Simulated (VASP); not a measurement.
Wanted: the native input for a VASP 6.6.1 run.

* Task: single point
* Functional: PBE
* Potentials or basis: VASP PAW PBE potentials, release 64 (Zr_sv)
* Cutoff: 520 eV
* k mesh: 4 × 4 × 4
* Occupations: gaussian, width 0.1 eV
* Spin: no spin polarisation
* Dipole correction: no
* Further INCAR settings: ALGO = Fast; EDIFF = 1e-07; NBANDS = 38

The structure of Zr lies in POSCAR:

```
Zr
1.0
    5.4301713361      0.3166711268      0.0340369811
    1.0170607303      4.8315970681      0.5114231774
   -0.2165725969      2.5726569623      4.7040149941
Zr
5
Direct
    0.1032840044      0.7096122588      0.2329108770
    0.3032043584     -0.0904312014      0.6329136259
    0.7032251355      0.3097061016      0.4329281178
    0.9033106073      0.5096195271      0.8329263233
    0.5032250555      1.1097035582      0.0330105911
```

The cell was generated, and may not be a known phase.

The input as run:

INCAR

```
SYSTEM = Zr
ALGO     = Fast           ! electronic algorithm
EDIFF    = 1E-7           ! SCF threshold, eV
ENCUT    = 520            ! plane-wave cutoff, eV
GGA      = PE             ! functional
ISIF     = 2              ! what is computed and relaxed
ISMEAR   = 0              ! smearing method
LASPH    = .TRUE.         ! aspherical terms in the spheres
LCHARG   = .TRUE.         ! write CHGCAR
LELF     = .TRUE.         ! ELF
LREAL    = .FALSE.        ! projectors in reciprocal space
LVHAR    = .TRUE.       
LWAVE    = .FALSE.        ! write WAVECAR
NBANDS   = 38             ! bands
NELM     = 100            ! most SCF steps
PREC     = Accurate       ! precision mode
SIGMA    = 0.1            ! smearing width, eV
```

KPOINTS

```
k-points
0
G
  4 4 4
  0 0 0
```

Potentials or basis: VASP PAW PBE potentials, release 64 (Zr_sv).

Command:

```sh
$ cat potpaw_PBE.64/Zr_sv/POTCAR > POTCAR
$ mpirun -np 1 vasp_std > vasp.out
```

Results of the run:

```yaml
Pressure: 0.0 GPa
Largest_force: 0.004 eV/Å
Band_gap_on_the_k_mesh: zero (bands 30 and 31 overlap by 0.76 eV)
```

It took 3.2 min on 1 thread of Intel(R) Xeon(R) 6975P-C (Granite Rapids), on a shared host, peak memory 0.31 GiB.
